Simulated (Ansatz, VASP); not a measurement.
SiC: VASP beside Ansatz

The input INCAR:

```
PREC = Accurate ; ENCUT = 520
EDIFF = 1E-8 ; ISMEAR = -1
SIGMA = 0.08 ; LREAL = False
LASPH = True ; NELM = 100
ALGO = Normal ; ISIF = 2
LWAVE = False ; LCHARG = False
GGA = PE ; LEFG = True
NBANDS = 11
```

KPOINTS

```
regular mesh
0
Gamma
  16 16 16
```

File POSCAR:

```
SiC
1.0
    0.0000000000      2.1898725656      2.1898725656
    2.1898725656      0.0000000000      2.1898725656
    2.1898725656      2.1898725656      0.0000000000
Si C
1 1
Direct
    0.0000000000      0.0000000000      0.0000000000
    0.2500000000      0.2500000000      0.2500000000
```

Input for Ansatz:

```yaml
crystal:
  lattice:
    - [0.0, 2.1898725656, 2.1898725656]
    - [2.1898725656, 0.0, 2.1898725656]
    - [2.1898725656, 2.1898725656, 0.0]
  atoms:
    - { symbol: Si, position: [0.0, 0.0, 0.0] }
    - { symbol: C, position: [0.25, 0.25, 0.25] }
kpoints:
  mp_grid: { grid: [16, 16, 16] }
  band_path:
    path:
      - [0.0, 0.0, 0.0]
      - [-0.5, -0.5, 0.0]
      - [-0.375, -0.375, 0.25]
      - [-0.375, 0.0, 0.375]
      - [0.0, 0.0, 0.0]
      - [0.0, 0.0, 0.5]
      - [-0.5, -0.25, 0.25]
      - [-0.5, -0.5, 0.0]
    npoints: 8
scf:
  occupations: { method: fermi_dirac, width: 0.08 }
hamiltonian:
  xc: pbe
  pseudopotentials: { kind: paw }
output:
  forces: true
  stress: true
  eigenvalues: true
  efg: { contact_densities: true }
  populations: true
  bader: true
  dos: { projected: true, de: 0.2, e_range: [-14, 8] }
```

Alike in both runs: task electric field gradients; functional PBE; k mesh 16 × 16 × 16; occupations fermi-dirac, width 0.08 eV; no spin polarisation.

|  | VASP | Ansatz |
| --- | --- | --- |
| version | VASP 6.6.1 | Ansatz 0.2.0 |
| potentials or method | VASP PAW PBE potentials, release 64 (Si, C) | PAW with Ansatz's default frozen-core files, scalar-relativistic |
| plane-wave cutoff (eV) | 520 | 420 |
| valence electrons in the cell | 8 | 8 |

Ansatz gave:

* pressure (GPa): 0.0

Problem. What did VASP give for the same quantities?

Solution. Pressure (GPa): -0.1.
